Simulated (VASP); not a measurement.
# Ti3Si (Fm-3m) in VASP: further runs

Ti3Si is run at these levels: LDA; tasks: single point.

Everything below comes from runs of VASP 6.6.1. Logs are shortened: lines on timing, memory, paths and dates and some standing lists are left out, and cuts for length are marked.

### 1 The cell of the first run

It takes space group Fm-3m (No. 225, cubic). Conventional cell: a = 6.182 Å, b = 6.182 Å, c = 6.182 Å, α = 90.00°, β = 90.00°, γ = 90.00°. Within 3.5 Å of Ti (site symmetry -43m) lie 10 Ti at 2.68 to 3.09 Å and 4 Si at 2.68 Å. Within 3.5 Å of Ti (site symmetry m-3m) lie 8 Ti at 2.68 Å and 6 Si at 3.09 Å. Si (site symmetry m-3m) has 14 Ti at 2.68 to 3.09 Å within 3.5 Å.

### 2 Single point, LDA

Input file INCAR:

```
  PREC = Accurate
  ENCUT = 520
  EDIFF = 1E-7
  ISMEAR = 1
  SIGMA = 0.1
  LREAL = F
  LASPH = T
  NELM = 80
  ALGO = Normal
  ISIF = 2
  LWAVE = F
  LCHARG = F
  NBANDS = 28
```

Input file KPOINTS:

```
Automatic mesh
0
Gamma
  6 6 6
```

Input file POSCAR:

```
Ti3Si
1.0
    0.0000000000      3.0910515328      3.0910515328
    3.0910515328      0.0000000000      3.0910515328
    3.0910515328      3.0910515328      0.0000000000
Ti Si
3 1
Direct
    0.7500000000      0.7500000000      0.7500000000
    0.2500000000      0.2500000000      0.2500000000
    0.0000000000      0.0000000000      0.0000000000
    0.5000000000      0.5000000000      0.5000000000
```

Potentials or basis: VASP PAW LDA potentials, release 64 (Ti_sv, Si).

Run with:

```console
$ cat potpaw_LDA.64/Ti_sv/POTCAR potpaw_LDA.64/Si/POTCAR > POTCAR
$ mpirun -np 1 vasp_std > vasp.out
```

OUTCAR:

```text
PREC = Accurate
   ENCUT = 520
   EDIFF = 1E-7
   ISMEAR = 1
   LREAL = F
   LASPH = T
   NELM = 80
   ISIF = 2

 ion  position               nearest neighbor table
   1  0.750  0.750  0.750-   4 2.68   4 2.68   4 2.68   3 2.68   4 2.68   3 2.68   3 2.68   3 2.68

   2  0.250  0.250  0.250-   3 2.68   3 2.68   3 2.68   3 2.68   4 2.68   4 2.68   4 2.68   4 2.68

   3  0.000  0.000  0.000-   1 2.68   1 2.68   1 2.68   1 2.68   2 2.68   2 2.68   2 2.68   2 2.68

   4  0.500  0.500  0.500-   2 2.68   2 2.68   2 2.68   1 2.68   2 2.68   1 2.68   1 2.68   1 2.68

  LATTYP: Found a face centered cubic cell.
 ALAT       =     6.1821030656

  Lattice vectors:

 A1 = (   0.0000000000,   3.0910515328,   3.0910515328)
 A2 = (   3.0910515328,   0.0000000000,   3.0910515328)
 A3 = (   3.0910515328,   3.0910515328,   0.0000000000)

Analysis of symmetry for initial positions (statically):
=====================================================================
 Subroutine PRICEL returns:
 Original cell was already a primitive cell.

 Routine SETGRP: Setting up the symmetry group for a
 face centered cubic supercell.

 Subroutine GETGRP returns: Found 48 space group operations
 (whereof 48 operations were pure point group operations)
 out of a pool of 48 trial point group operations.

The static configuration has the point symmetry O_h .

Analysis of symmetry for dynamics (positions and initial velocities):
=====================================================================
 Subroutine PRICEL returns:
 Original cell was already a primitive cell.

 Routine SETGRP: Setting up the symmetry group for a
 face centered cubic supercell.

 Subroutine GETGRP returns: Found 48 space group operations
 (whereof 48 operations were pure point group operations)
 out of a pool of 48 trial point group operations.

The dynamic configuration has the point symmetry O_h .

 Subroutine INISYM returns: Found 48 space group operations
 (whereof 48 operations are pure point group operations),
 and found     1 'primitive' translations

----------------------------------------------------------------------------------------

                                     Primitive cell

  volume of cell :      59.0675

  direct lattice vectors                    reciprocal lattice vectors
     0.000000000  3.091051533  3.091051533    -0.161757251  0.161757251  0.161757251
     3.091051533  0.000000000  3.091051533     0.161757251 -0.161757251  0.161757251
     3.091051533  3.091051533  0.000000000     0.161757251  0.161757251 -0.161757251

  length of vectors
     4.371407000  4.371407000  4.371407000     0.280171778  0.280171778  0.280171778

  position of ions in fractional coordinates (direct lattice)
     0.750000000  0.750000000  0.750000000
     0.250000000  0.250000000  0.250000000
     0.000000000  0.000000000  0.000000000
     0.500000000  0.500000000  0.500000000

  ion indices of the primitive-cell ions
   primitive index   ion index
                 1           1
                 2           2
                 3           3
                 4           4

----------------------------------------------------------------------------------------

 KPOINTS: Automatic mesh

Automatic generation of k-mesh.
 Grid dimensions read from file:
 generate k-points for:    6    6    6

 Generating k-lattice:

  Cartesian coordinates                     Fractional coordinates (reciprocal lattice)
    -0.026959542  0.026959542  0.026959542     0.166666667  0.000000000  0.000000000
     0.026959542 -0.026959542  0.026959542     0.000000000  0.166666667  0.000000000
     0.026959542  0.026959542 -0.026959542     0.000000000  0.000000000  0.166666667

  Length of vectors
     0.046695296  0.046695296  0.046695296

  Shift w.r.t. Gamma in fractional coordinates (k-lattice)
     0.000000000  0.000000000  0.000000000

 Subroutine IBZKPT returns following result:
 ===========================================

 Found     16 irreducible k-points:

 Following reciprocal coordinates:
            Coordinates               Weight
  0.000000  0.000000  0.000000      1.000000
  0.166667  0.000000  0.000000      8.000000
  0.333333  0.000000  0.000000      8.000000
  0.500000  0.000000  0.000000      4.000000
  0.166667  0.166667  0.000000      6.000000
  0.333333  0.166667  0.000000     24.000000
[... 8 lines left out ...]
 -0.333333  0.333333  0.166667     24.000000
 -0.333333  0.500000  0.166667     12.000000
   k-points           NKPTS =     16   k-points in BZ     NKDIM =     16   number of bands    NBANDS=     28
   number of dos      NEDOS =    301   number of ions     NIONS =      4
   total plane-waves  NPLWV =  46656
   dimension x,y,z NGX =    36 NGY =   36 NGZ =   36
   dimension x,y,z NGXF=    72 NGYF=   72 NGZF=   72
   ions per type =               3   1
   NGX,Y,Z   is equivalent  to a cutoff of  13.69, 13.69, 13.69 a.u.
   NGXF,Y,Z  is equivalent  to a cutoff of  27.38, 27.38, 27.38 a.u.
 SYSTEM =  unknown system
   PREC   = accura    normal or accurate (medium, high low for compatibility)
   ISTART =      0    job   : 0-new  1-cont  2-samecut
   ICHARG =      2    charge: 1-file 2-atom 10-const
   ISPIN  =      1    spin polarized calculation?
   LNONCOLLINEAR =      F non collinear calculations
   LSORBIT =      F    spin-orbit coupling
   LASPH  =      T    aspherical Exc in radial PAW
   ENCUT  =  520.0 eV  38.22 Ry    6.18 a.u.   8.13  8.13  8.13*2*pi/ulx,y,z
   NELM   =     80;   NELMIN=  2; NELMDL= -5     # of ELM steps
   EDIFF  = 0.1E-06   stopping-criterion for ELM
   LREAL  =      F    real-space projection
   EDIFFG = 0.1E-05   stopping-criterion for IOM
   NSW    =      0    number of steps for IOM
   IBRION =     -1    ionic relax: 0-MD 1-quasi-New 2-CG
   NFREE  =      0    steps in history (QN), initial steepest desc. (CG)
   ISIF   =      2    stress and relaxation
   ISYM   =      2    0-nonsym 1-usesym 2-fastsym
   POTIM  = 0.5000    time-step for ionic-motion
   TEBEG  =    0.0;   TEEND  =   0.0 temperature during run
   PSTRESS=    0.0 pullay stress
   NELECT =      40.0000    total number of electrons
   NUPDOWN=      -1.0000    fix difference up-down
   EMIN   =  10.00;   EMAX   =-10.00  energy-range for DOS
   EFERMI =   0.00;   METHOD = LEGACY
   ISMEAR =     1;   SIGMA  =   0.10  broadening in eV -4-tet -1-fermi 0-gaus
   EFERMI_NEDOS =   21; number of points for ismear=-14 and -15
   IALGO  =     38    algorithm
   IMIX   =      4    mixing-type and parameters
     AMIX     =   0.40;   BMIX     =  1.00
     AMIX_MAG =   1.60;   BMIX_MAG =  1.00
  volume/ion in A,a.u.               =      14.77        99.65
  Fermi-wavevector in a.u.,A,eV,Ry     =   1.437624  2.716715 28.120006  2.066762
  Thomas-Fermi vector in A             =   2.556681
   LORBIT       =      0    0 simple, 1 ext, 2 COOP (PROOUT), +10 PAW based schemes
   GGA     = CA    functional components
   LHFCALC =     F    Hartree Fock is set to
   AEXX    =    0.0000 exact exchange contribution
   IVDW    =     0    specifies the selected vdW correction
   LEPSILON=     F    determine dielectric tensor
   LRPA    =     F    only Hartree local field effects (RPA)
 non-spin polarized calculation
 Methfessel and Paxton  Order N= 1 SIGMA  =   0.10
  energy-cutoff  :      520.00
  volume of cell :       59.07
 maximum number of plane-waves:      1639
 NGX is ok and might be reduce to    36
   NGX = 17   NGY = 17   NGZ = 17

 number of electron      40.0000004 magnetization

 Free energy of the ion-electron system (eV)
  ---------------------------------------------------
  ext. energy  EPLUGINS =         0.00000000
  ---------------------------------------------------
  free energy    TOTEN  =       -33.13561298 eV

  energy without entropy =      -33.13215242  energy(sigma->0) =      -33.13445946

 E-fermi :   9.6856     XC(G=0): -12.2351

 val. band max:        9.6722535811   @ k =   0.3333   0.1667   0.0000
 cond. band min:       9.6861307054   @ k =   0.0000   0.0000   0.0000
 fundamental gap:      0.0138771244
 Fermi energy:         9.6856276320

 k-point     1 :       0.0000    0.0000    0.0000
  band No.  band energies     occupation
      1     -46.0675      2.00000
      2     -45.9472      2.00000
      3     -45.5638      2.00000
      4     -22.7658      2.00000
      5     -22.7658      2.00000
      6     -22.7658      2.00000
[... 20 lines left out ...]
     27      12.9720      0.00000
     28      13.1409      0.00000

 k-point     2 :       0.1667    0.0000    0.0000
  band No.  band energies     occupation
      1     -46.0544      2.00000
      2     -45.9516      2.00000
      3     -45.5729      2.00000
      4     -22.8509      2.00000
      5     -22.8192      2.00000
      6     -22.8192      2.00000
[... 20 lines left out ...]
     27      12.9241      0.00000
     28      13.1418      0.00000

 k-point     3 :       0.3333    0.0000    0.0000
  band No.  band energies     occupation
      1     -46.0229      2.00000
      2     -45.9643      2.00000
      3     -45.5924      2.00000
      4     -22.8648      2.00000
      5     -22.8648      2.00000
      6     -22.8645      2.00000
[... 20 lines left out ...]
     27      12.8326      0.00000
     28      12.8327      0.00000

 k-point     4 :       0.5000    0.0000    0.0000
  band No.  band energies     occupation
      1     -45.9963      2.00000
      2     -45.9808      2.00000
      3     -45.6029      2.00000
      4     -22.8820      2.00000
      5     -22.8820      2.00000
      6     -22.8371      2.00000
[... 330 lines left out ...]
     27      12.9436      0.00000
     28      13.0966      0.00000

 k-point    15 :      -0.3333    0.3333    0.1667
  band No.  band energies     occupation
      1     -45.9845      2.00000
      2     -45.9805      2.00000
      3     -45.6153      2.00000
      4     -23.0066      2.00000
      5     -22.8707      2.00000
      6     -22.8460      2.00000
[... 20 lines left out ...]
     27      12.5385      0.00000
     28      12.9856      0.00000

 k-point    16 :      -0.3333    0.5000    0.1667
  band No.  band energies     occupation
      1     -45.9862      2.00000
      2     -45.9747      2.00000
      3     -45.6196      2.00000
      4     -23.0352      2.00000
      5     -22.9376      2.00000
      6     -22.8077      2.00000
[... 20 lines left out ...]
     27      12.4466      0.00000
     28      12.5823      0.00000

------------------------ aborting loop because EDIFF is reached ----------------------------------------

  FORCE on cell =-STRESS in cart. coord.  units (eV):
  Direction    XX          YY          ZZ          XY          YZ          ZX
  --------------------------------------------------------------------------------------
  -------------------------------------------------------------------------------------
  Total       -0.9188593     -0.9188593     -0.9188593      0.0000000     -0.0000000      0.0000000
  in kB      -24.9236065    -24.9236065    -24.9236065      0.0000000     -0.0000000      0.0000000
  external PRESSURE =     -24.9236065 kB  Pullay stress =       0.0000000 kB

 VOLUME and BASIS-vectors are now :
 -----------------------------------------------------------------------------
  energy-cutoff  :      520.00
  volume of cell :       59.07
      direct lattice vectors                 reciprocal lattice vectors
     0.000000000  3.091051533  3.091051533    -0.161757251  0.161757251  0.161757251
     3.091051533  0.000000000  3.091051533     0.161757251 -0.161757251  0.161757251
     3.091051533  3.091051533  0.000000000     0.161757251  0.161757251 -0.161757251

 POSITION                                       TOTAL-FORCE (eV/Angst)
 -----------------------------------------------------------------------------------
      4.63658      4.63658      4.63658        -0.000000     -0.000000     -0.000000
      1.54553      1.54553      1.54553         0.000000      0.000000      0.000000
      0.00000      0.00000      0.00000         0.000000     -0.000000     -0.000000
      3.09105      3.09105      3.09105         0.000000     -0.000000     -0.000000
 -----------------------------------------------------------------------------------
    total drift:                                0.000000      0.000000      0.000000

  FREE ENERGIE OF THE ION-ELECTRON SYSTEM (eV)
  ---------------------------------------------------
  free  energy   TOTEN  =       -33.1356129836 eV

  energy  without entropy=      -33.1321524194  energy(sigma->0) =      -33.13445946
```

Wall time 21 s (1 thread of Intel Xeon Platinum 8559C (Emerald Rapids), shared host); peak memory 0.17 GiB.

What came out:

* Free energy: -33.1356 eV
* Pressure: -2.5 GPa
* Band gap on the k mesh: zero (band 20 reaches 9.79 eV, above the bottom of band 21 at 9.40 eV)

### 3 Single point, LDA

This run uses another cell than the first one, of 15.23 Å³/atom, 1.032 times its volume.

Input file INCAR:

```
SYSTEM = Ti3Si
PREC = Accurate ; ENCUT = 520
EDIFF = 1E-7 ; ISMEAR = 1
SIGMA = 0.1 ; LREAL = .False.
LASPH = .True. ; NELM = 60
ALGO = Normal ; ISIF = 2
LWAVE = .False. ; LCHARG = .False.
GGA = CA ; NBANDS = 28
```

Input file KPOINTS:

```
regular mesh
0
Gamma
  6 6 6
  0 0 0
```

Input file POSCAR:

```
Ti3Si
1.0
    0.0000000000      3.1232523037      3.1232523037
    3.1232523037      0.0000000000      3.1232523037
    3.1232523037      3.1232523037      0.0000000000
Ti Si
3 1
Direct
    0.7500000000      0.7500000000      0.7500000000
    0.2500000000      0.2500000000      0.2500000000
    0.0000000000      0.0000000000      0.0000000000
    0.5000000000      0.5000000000      0.5000000000
```

Potentials or basis: VASP PAW LDA potentials, release 64 (Ti_sv, Si).

Run with:

```console
$ cat potpaw_LDA.64/Ti_sv/POTCAR potpaw_LDA.64/Si/POTCAR > POTCAR
$ mpirun -np 1 vasp_std > vasp.out
```

Wall time 20 s (1 thread of Intel Xeon Platinum 8559C (Emerald Rapids), shared host); peak memory 0.18 GiB.

It converged, with:

```
Free energy            : -33.0827 eV
Pressure               : -6.6 GPa
Band gap on the k mesh : zero (band 20 reaches 9.44 eV, above the bottom of band 21 at 9.07 eV)
```

Levels at points of the mesh, in eV from the Fermi level:
```
           k point  band 18  band 19  band 20  band 21  band 22  band 23
(0.00, 0.00, 0.00)    -2.07    -0.01    -0.01    -0.01     2.22     2.30
(0.50, 0.00, 0.00)    -0.48    -0.48    -0.18    -0.18     0.64     0.89
(0.50, 0.50, 0.00)    -1.84    -0.32    -0.26    -0.26     1.06     1.27
```

[end of part 1 of 2]
